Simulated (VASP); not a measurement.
A run of VASP 6.6.1:

File INCAR:

```
SYSTEM = CaO
ALGO     = Normal         ! electronic algorithm
EDIFF    = 1E-7           ! SCF threshold, eV
ENCUT    = 520            ! plane-wave cutoff, eV
GGA      = PE             ! functional
ISIF     = 2              ! what is computed and relaxed
ISMEAR   = 0              ! smearing method
LASPH    = .True.         ! aspherical terms in the spheres
LCHARG   = .False.        ! write CHGCAR
LREAL    = .False.        ! projectors in reciprocal space
LWAVE    = .False.        ! write WAVECAR
NBANDS   = 24             ! bands
NELM     = 60             ! most SCF steps
PREC     = Accurate       ! precision mode
SIGMA    = 0.02           ! smearing width, eV
```

KPOINTS

```
k-points
0
Gamma
  9 9 6
  0 0 0
```

Contents of POSCAR:

```
CaO
1.0
    4.0046740066      0.0000000000      0.0000000000
   -2.0023370033      3.4681494236      0.0000000000
    0.0000000000      0.0000000000      4.8077584735
Ca O
2 2
Direct
    0.3333333333      0.6666666667      0.7500000000
    0.6666666667      0.3333333333      0.2500000000
    0.3333333333      0.6666666667      0.2500000000
    0.6666666667      0.3333333333      0.7500000000
```

Potentials or basis: VASP PAW PBE potentials, release 64 (Ca_sv, O).

Command:

```console
$ cat potpaw_PBE.64/Ca_sv/POTCAR potpaw_PBE.64/O/POTCAR > POTCAR
$ mpirun -np 1 vasp_std > vasp.out
```

Hardware: 1 thread of Intel(R) Xeon(R) Platinum 8488C (Sapphire Rapids), on a shared host.

Task: How long does it take, and how much memory?

Result: It took 70 s on 1 thread of Intel(R) Xeon(R) Platinum 8488C (Sapphire Rapids), with other jobs on the host, peak memory 0.21 GiB. Counts: scf iterations 16, k points 48.
